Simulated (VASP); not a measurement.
A run of VASP 6.6.1 is set up as follows.

Contents of INCAR:

```
SYSTEM = Cu
  ALGO = Normal
  EDIFF = 1E-6
  ENCUT = 820
  GGA = PE
  GGA_COMPAT = .False.
  ISIF = 2
  ISMEAR = -1
  IVDW = 12
  LASPH = .True.
  LCHARG = .True.
  LELF = .True.
  LREAL = .False.
  LVHAR = .True.
  LWAVE = .False.
  NBANDS = 16
  NELM = 120
  PREC = Accurate
  SIGMA = 0.05
```

File KPOINTS:

```
k-points
0
Gamma
  13 13 13
  0 0 0
```

The input POSCAR:

```
Cu
1.0
    0.0000000000      1.7706018915      1.7706018915
    1.7706018915      0.0000000000      1.7706018915
    1.7706018915      1.7706018915      0.0000000000
Cu
1
Direct
    0.0000000000      0.0000000000      0.0000000000
```

Potentials or basis: VASP PAW PBE potentials, release 64 (Cu_sv_GW).

Run with:

```bash
$ cat potpaw_PBE.64/Cu_sv_GW/POTCAR > POTCAR
$ mpirun -np 1 vasp_std > vasp.out
```

Question: Predict the band gap on the k mesh.

Answer: Zero (an odd number of electrons rules out a gap without spin polarisation).

Question: What does it give for the pressure?

Answer: 1.7 GPa.
